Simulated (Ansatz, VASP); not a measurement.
# Two plane-wave programs on TiAl

Contents of INCAR:

```
PREC = Accurate
ENCUT = 520
EDIFF = 1E-6
ISMEAR = 0
SIGMA = 0.15
LREAL = F
LASPH = T
NELM = 60
ALGO = Fast
ISIF = 2
LWAVE = F
LCHARG = F
GGA = CA
NBANDS = 14
```

File KPOINTS:

```
Automatic mesh
0
Gamma
  14 14 14
```

File POSCAR:

```
TiAl
1.0
    3.2959109708      0.0000000000      0.0000000000
    0.0000000000      3.3818233420      0.0000000000
    0.0000000000      0.0000000000      3.1240862282
Ti Al
1 1
Direct
    0.0000000000      0.0000000000      0.0000000000
    0.5000000000      0.5000000000      0.5000000000
```

Input for Ansatz:

```yaml
crystal:
  lattice:
    - [3.2959109708, 0.0, 0.0]
    - [0.0, 3.381823342, 0.0]
    - [0.0, 0.0, 3.1240862282]
  atoms:
    - { symbol: Ti, position: [0.0, 0.0, 0.0] }
    - { symbol: Al, position: [0.5, 0.5, 0.5] }
basis:
  ecutwfc: 520.0
kpoints:
  mp_grid: { grid: [14, 14, 14] }
hamiltonian:
  xc: lda
  pseudopotentials: { kind: paw, azcp: { folder: soft_1 } }
scf:
  occupations: { method: gaussian, width: 0.15 }
output:
  forces: true
  stress: true
  eigenvalues: true
```

Change from the starting cell: normal strain along x +0.0550, normal strain along y +0.0825.

Alike in both runs: task single point; functional LDA; k mesh 14 × 14 × 14; occupations gaussian, width 0.15 eV; no spin polarisation.

|  | VASP | Ansatz |
| --- | --- | --- |
| version | VASP 6.6.1 | Ansatz 0.2.0 |
| potentials or method | VASP PAW LDA potentials, release 64 (Ti_sv, Al), cutoff 520 eV | scalar-relativistic, plane waves, PAW |
| valence electrons in the cell | 15 | 15 |

```tsv
	VASP	Ansatz	Ansatz less VASP
gap on the k mesh at the Fermi level (eV)	none	none	-
pressure (GPa)	-12.5	-12.6	-0.14
traceless stress, the component that is largest in VASP (GPa)	2.20	2.20	-0.002
```

Ansatz warns that its potentials were made for another functional, while VASP's fit it. LDA's correlation is that of Perdew and Zunger in VASP and of Perdew and Wang (1992) in Ansatz. A gap of «none» marks a metal or a gap that the smearing closes.
